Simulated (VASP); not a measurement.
**Co: single point with PBEsol**

Crystal: Co.

```xyz
2
Lattice="2.4512 0.0000 0.0000 -1.2256 2.1228 0.0000 0.0000 0.0000 3.9642" Properties=species:S:1:pos:R:3 pbc="T T T"
Co    0.0000    1.4152    0.9911
Co    1.2256    0.7076    2.9732
```

* Program: VASP 6.6.1
* Task: single point
* Functional: PBEsol
* Potentials or basis: VASP PAW PBE potentials, release 64 (Co)
* Cutoff: 520 eV
* k mesh: 9 × 9 × 4
* Occupations: gaussian, width 0.1 eV
* Spin: collinear spin, ferromagnetic start
* Starting moments: [1.78, 1.78] μB

```
Pressure                                              : -0.8 GPa
Net moment                                            : 2.99 μB per cell
Site moments                                          : Co +1.50 μB
Valence electrons inside the program's atomic spheres : Co 8.38
```

Stress tensor (GPa, compression positive):
```
-0.69  0.00  0.00
 0.00 -0.69  0.00
 0.00  0.00 -0.98
```

Levels at points of the mesh, in eV from the Fermi level:
Spin up:
| k point | band 8 | band 9 | band 10 | band 11 | band 12 | band 13 |
| --- | --- | --- | --- | --- | --- | --- |
| (0.00, 0.00, 0.00) | -1.89 | -1.89 | -0.69 | -0.69 | -0.19 | 6.80 |
| (0.00, 0.00, 0.50) | -2.69 | -1.03 | -1.03 | -1.03 | -1.03 | 15.55 |
Spin down:
| k point | band 5 | band 6 | band 7 | band 8 | band 9 | band 10 | band 11 | band 12 |
| --- | --- | --- | --- | --- | --- | --- | --- | --- |
| (0.00, 0.00, 0.00) | -1.11 | -0.72 | -0.72 | -0.27 | -0.27 | -0.17 | 1.04 | 1.04 |
| (0.00, 0.00, 0.50) | -1.18 | -1.18 | -1.18 | -1.18 | 0.68 | 0.68 | 0.68 | 0.68 |

Run time: 14 s on 1 thread of Intel(R) Xeon(R) 6975P-C (Granite Rapids), with other jobs on the host, peak memory 0.14 GiB.

Caveat: the k points lie up to 0.40 Å⁻¹ apart; the PAW data sets were made with another functional, which shifts forces and pressure a little.
